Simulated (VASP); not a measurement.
A run of VASP 6.6.1 is set up as follows.

Contents of INCAR:

```
PREC = Accurate
ENCUT = 500
EDIFF = 1E-6
ISMEAR = -1
SIGMA = 0.1
LREAL = F
LASPH = T
NELM = 120
ALGO = Normal
ISIF = 2
LWAVE = F
LCHARG = T
GGA = PS
LELF = T
LVHAR = T
NBANDS = 12
GGA_COMPAT = F
```

KPOINTS

```
Automatic mesh
0
Gamma
  17 17 17
```

POSCAR

```
V
1.0
    2.2212973472      0.0000000000      0.0000000000
    0.0000000000      2.2212973472      0.0000000000
    0.0000000000      0.0000000000      2.2212973472
V
1
Direct
    0.0000000000      0.0000000000      0.0000000000
```

Potentials or basis: VASP PAW PBE potentials, release 64 (V_sv).

Run with:

```sh
$ cat potpaw_PBE.64/V_sv/POTCAR > POTCAR
$ mpirun -np 1 vasp_std > vasp.out
```

(1) What does it give for the pressure?

## Answers

(1) 61.9 GPa.

Caveat: the PAW data sets were made with another functional, which shifts forces and pressure a little.
